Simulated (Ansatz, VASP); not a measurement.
**One calculation of CuO, two programs**

```
Cu O
1.0
     4.68370    0.00000    0.00000
     4.68370    3.42260    0.00000
    -0.85003    0.00000    5.05787
Cu O
4 4
Direct
  0.00000 0.25000 0.00000
  0.50000 0.75000 0.50000
  0.00000 0.75000 0.00000
  0.50000 0.25000 0.50000
  0.58160 0.91840 0.25000
  0.41840 0.08160 0.75000
  0.58160 0.41840 0.25000
  0.41840 0.58160 0.75000
```

Alike in both runs: task single point; functional PBEsol; k mesh 7 × 7 × 4; occupations gaussian, width 0.05 eV; collinear spin; Hubbard terms Cu d U = 7.0 eV.

|  | VASP | Ansatz |
| --- | --- | --- |
| version | VASP 6.6.1 | Ansatz 0.2.0 |
| potentials or method | VASP PAW PBE potentials, release 64 (Cu, O), cutoff 520 eV | scalar-relativistic, plane waves, PAW |
| valence electrons in the cell | 68 | 100 |

```tsv
	VASP	Ansatz	Ansatz less VASP
gap on the k mesh at the Fermi level (eV)	1.29	0.64	-0.651
least direct gap on the mesh (eV)	1.51	0.93	-0.583
pressure (GPa)	-6.5	0.3	+6.83
rms of the force components (eV/Å)	0.037	0.024	-0.0132
net moment per atom (μB)	0.00	0.00	0.000
size of the moment on the site where the two differ most (μB)	0.66	0.58	-0.082
```

VASP's potentials were made for PBE, not for PBEsol. Site moments also hang on the region over which each program counts them. The programs project onto different local orbitals, so the same U acts differently, and such runs can settle in different states. VASP's potentials hold 68 valence electrons a cell and Ansatz's 100, so a difference there can come from the potentials and not from the codes. Ansatz's warnings: stress scf threshold loose.
